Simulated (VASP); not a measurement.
Runs of VASP 6.6.1 on CaSe. The structure is that of space group I4/mmm (No. 139), or close to it. The cells are those of the table. 

```tsv
cell	gap on the mesh (eV)	pressure (GPa)
a = 4.442, b = 4.442, c = 3.830 Å, angles 64.5, 64.5, 51.1°, 2 atoms	1.75	(b)
a = 4.064, b = 4.064, c = 4.693 Å, angles 54.7, 54.7, 70.5°, 2 atoms	0.55	17.1
a = 4.655, b = 4.655, c = 3.652 Å, angles 66.9, 66.9, 46.2°, 2 atoms	1.09	13.7
a = 4.561, b = 4.561, c = 3.725 Å, angles 65.9, 65.9, 48.2°, 2 atoms	1.40	9.5
a = 4.073, b = 4.073, c = 4.541 Å, angles 56.1, 56.1, 67.8°, 2 atoms	1.38	6.5
a = 4.257, b = 4.257, c = 4.050 Å, angles 61.6, 61.6, 56.8°, 2 atoms	1.85	-1.8
a = 4.130, b = 4.130, c = 4.298 Å, angles 58.6, 58.6, 62.7°, 2 atoms	1.79	-2.0
a = 4.345, b = 4.345, c = 3.934 Å, angles 63.1, 63.1, 53.8°, 2 atoms	1.84	0.8
a = 4.096, b = 4.096, c = 4.413 Å, angles 57.4, 57.4, 65.2°, 2 atoms	1.66	0.8
a = 4.154, b = 4.154, c = 4.238 Å, angles 59.3, 59.3, 61.3°, 2 atoms	1.83	(a)
a = 4.070, b = 4.070, c = 4.826 Å, angles 53.6, 53.6, 72.7°, 2 atoms	(c)	29.7
```

Alike in all rows: task single point; level LDA; potentials or basis VASP PAW LDA potentials, release 64 (Ca_sv, Se); no spin polarisation; k mesh 10 × 10 × 10; cutoff (eV) 520; smearing gaussian 0.05 eV.

Fill in the values left out.

(a) -2.7; (b) 4.4; (c) none.

Caveats: semilocal functionals underestimate gaps, and a narrow one can read as zero (at least some runs); the stress differs along the axes, from -7 to 10 GPa (at least some runs); the stress differs along the axes, from -7 to 66 GPa (at least some runs); the stress differs along the axes, from -6 to 23 GPa (at least some runs); the stress differs along the axes, from -6 to 17 GPa (at least some runs); the stress differs along the axes, from -7 to 33 GPa (at least some runs); the stress differs along the axes, from -6 to 0 GPa (at least some runs).

A k mesh can miss the band edges, and the runs leave out spin-orbit coupling on Se.
